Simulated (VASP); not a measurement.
Ba: relaxation of cell and atoms with PBE

Ba:

```xyz
1
Lattice="-2.5125 2.5125 2.5125 2.5125 -2.5125 2.5125 2.5125 2.5125 -2.5125" Properties=species:S:1:pos:R:3 pbc="T T T"
Ba    0.0000    0.0000    0.0000
```

| Quantity | Value |
| --- | --- |
| Program | VASP 6.6.1 |
| Task | relaxation of cell and atoms |
| Functional | PBE |
| Potentials or basis | VASP PAW PBE potentials, release 64 (Ba_sv) |
| Cutoff | 600 eV |
| k mesh | 12 × 12 × 12 |
| Occupations | fermi-dirac, width 0.05 eV |
| Spin | no spin polarisation |
| Dipole correction | no |
| Further INCAR settings | ALGO = Normal; EDIFF = 1e-06; IBRION = 2; EDIFFG = -0.005; NSW = 60; ISIF = 3 |

- Relaxed volume: 63.53 Å³/atom
- Relaxed cell: a = 4.354 Å, b = 4.354 Å, c = 4.354 Å, α = 109.47°, β = 109.47°, γ = 109.47°
- Space group after relaxing (to 0.05 Å): Im-3m (No. 229)
- Energy gained by relaxing: 0.0 meV/atom
- Ionic steps: 2
- Pressure after relaxing: 0.0 GPa
- Band gap on the k mesh: zero (band 5 reaches 2.13 eV, above the bottom of band 6 at 1.09 eV)

Final structure:
```xyz
1
Lattice="-2.5137 2.5137 2.5137 2.5137 -2.5137 2.5137 2.5137 2.5137 -2.5137" Properties=species:S:1:pos:R:3 pbc="T T T"
Ba    0.0000    0.0000    5.0274
```

Levels at points of the mesh, in eV from the Fermi level:
| k point | band 3 | band 4 | band 5 | band 6 | band 7 | band 8 |
| --- | --- | --- | --- | --- | --- | --- |
| (0.00, 0.00, 0.00) | -13.85 | -13.85 | -2.75 | 1.82 | 1.82 | 1.82 |
| (0.50, 0.00, 0.00) | -14.00 | -13.85 | -0.88 | 0.69 | 1.22 | 3.18 |
| (0.50, 0.50, 0.50) | -14.16 | -14.16 | -0.53 | -0.53 | 4.32 | 4.32 |

Wall time 55 s on 1 thread of Intel(R) Xeon(R) Platinum 8375C CPU @ 2.90GHz (Ice Lake), with other jobs on the host, peak memory 0.23 GiB.

Caveat: spin-orbit coupling is left out, which moves the levels of the heavy elements.
